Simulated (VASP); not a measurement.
Wanted: the native input for a VASP 6.6.1 run.

- Task: single point
- Functional: RPBE
- Potentials or basis: VASP PAW PBE potentials, release 64 (W_sv, C)
- Cutoff: 520 eV
- k mesh: 10 × 10 × 10
- Occupations: fermi-dirac, width 0.05 eV
- Spin: no spin polarisation
- Dipole correction: no
- Further INCAR settings: ALGO = Normal; EDIFF = 1e-06; NBANDS = 16

The structure of WC lies in POSCAR:

```
WC
1.0
    0.0000000000      2.1983181846      2.1983181846
    2.1983181846      0.0000000000      2.1983181846
    2.1983181846      2.1983181846      0.0000000000
W C
1 1
Direct
    0.0000000000      0.0000000000      0.0000000000
    0.5000000000      0.5000000000      0.5000000000
```

One way to write it, as run:

INCAR

```
SYSTEM = WC
PREC = Accurate ; ENCUT = 520
EDIFF = 1E-6 ; ISMEAR = -1
SIGMA = 0.05 ; LREAL = .False.
LASPH = .True. ; NELM = 100
ALGO = Normal ; ISIF = 2
LWAVE = .False. ; LCHARG = .False.
GGA = RP ; NBANDS = 16
```

KPOINTS

```
regular mesh
0
Gamma
  10 10 10
  0 0 0
```

Potentials or basis: VASP PAW PBE potentials, release 64 (W_sv, C).

Run with:

```bash
$ cat potpaw_PBE.64/W_sv/POTCAR potpaw_PBE.64/C/POTCAR > POTCAR
$ mpirun -np 1 vasp_std > vasp.out
```

Results of the run:

```json
{
 "Pressure": "0.8 GPa",
 "Band gap on the k mesh": "zero (band 9 reaches 13.42 eV, above the bottom of band 10 at 10.28 eV)"
}
```

Caveat: the PAW data sets were made with another functional, which shifts forces and pressure a little; spin-orbit coupling is left out, which moves the levels of the heavy elements.

Run time: 14 s on 1 thread of Intel(R) Xeon(R) Platinum 8259CL CPU @ 2.50GHz (Skylake/Cascade Lake), on a shared host, peak memory 0.14 GiB.
